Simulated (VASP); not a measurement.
Set up this calculation in VASP 6.6.1, as the native input.

| Item | Value |
| --- | --- |
| Task | single point |
| Functional | PBE |
| Potentials or basis | VASP PAW PBE potentials, release 64 (Nb_sv, Si, N) |
| Cutoff | 520 eV |
| k mesh | 6 × 6 × 4 |
| Occupations | gaussian, width 0.1 eV |
| Spin | no spin polarisation |
| Dipole correction | no |
| Further INCAR settings | ALGO = Normal; EDIFF = 1e-06; NBANDS = 26 |

The structure of Nb2SiN lies in POSCAR:

```
Nb2SiN
1.0
    2.9550010905     -0.0000000027      0.0000000000
   -1.4775005429      2.5591060140      0.0000000000
    0.0000000000      0.0000000000      9.2091839692
Nb Si N
2 1 1
Direct
    0.0000000000      0.0000000000      0.7982949654
    0.0000000000      0.0000000000      0.2017050346
    0.0000000000      0.0000000000      0.5000000000
    0.0000000000      0.0000000000      0.0000000000
```

These files were run (other wordings do the same):

INCAR

```
PREC = Accurate ; ENCUT = 520
EDIFF = 1E-6 ; ISMEAR = 0
SIGMA = 0.1 ; LREAL = F
LASPH = T ; NELM = 100
ALGO = Normal ; ISIF = 2
LWAVE = F ; LCHARG = F
GGA = PE ; NBANDS = 26
```

KPOINTS

```
Automatic mesh
0
Gamma
  6 6 4
```

Potentials or basis: VASP PAW PBE potentials, release 64 (Nb_sv, Si, N).

Run with:

```sh
$ cat potpaw_PBE.64/Nb_sv/POTCAR potpaw_PBE.64/Si/POTCAR potpaw_PBE.64/N/POTCAR > POTCAR
$ mpirun -np 1 vasp_std > vasp.out
```

It gave:

| Property | Result |
| --- | --- |
| Pressure | -0.2 GPa |
| Largest force | 0.022 eV/Å |

Caveat: the k points lie up to 0.41 Å⁻¹ apart.

Wall time 27 s on 1 thread of Intel(R) Xeon(R) Platinum 8488C (Sapphire Rapids), with other jobs on the host, peak memory 0.2 GiB.
